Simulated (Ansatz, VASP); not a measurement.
## One calculation of K, two programs

```
K
1.0
     0.00000    4.81044    4.81044
     4.81044    0.00000    4.81044
     4.81044    4.81044    0.00000
K
2
Direct
  0.50000 0.50000 0.50000
  0.75000 0.75000 0.75000
```

Alike in both runs: functional PBE; k mesh 10 × 10 × 10; occupations gaussian, width 0.1 eV; no spin polarisation.

Ansatz relaxed the structure, and its values are those at the end. VASP's run is a single point on that final structure, the one shown.

|  | VASP | Ansatz |
| --- | --- | --- |
| version | VASP 6.6.1 | Ansatz 0.2.0 |
| potentials or method | VASP PAW PBE potentials, release 64 (K_sv), cutoff 520 eV | scalar-relativistic, plane waves, PAW |
| valence electrons in the cell | 18 | 18 |

```tsv
	VASP	Ansatz	Ansatz less VASP
gap on the k mesh at the Fermi level (eV)	none	none	-
pressure (GPa)	0.0	0.0	+0.01
```

A gap of «none» marks a metal or a gap that the smearing closes.
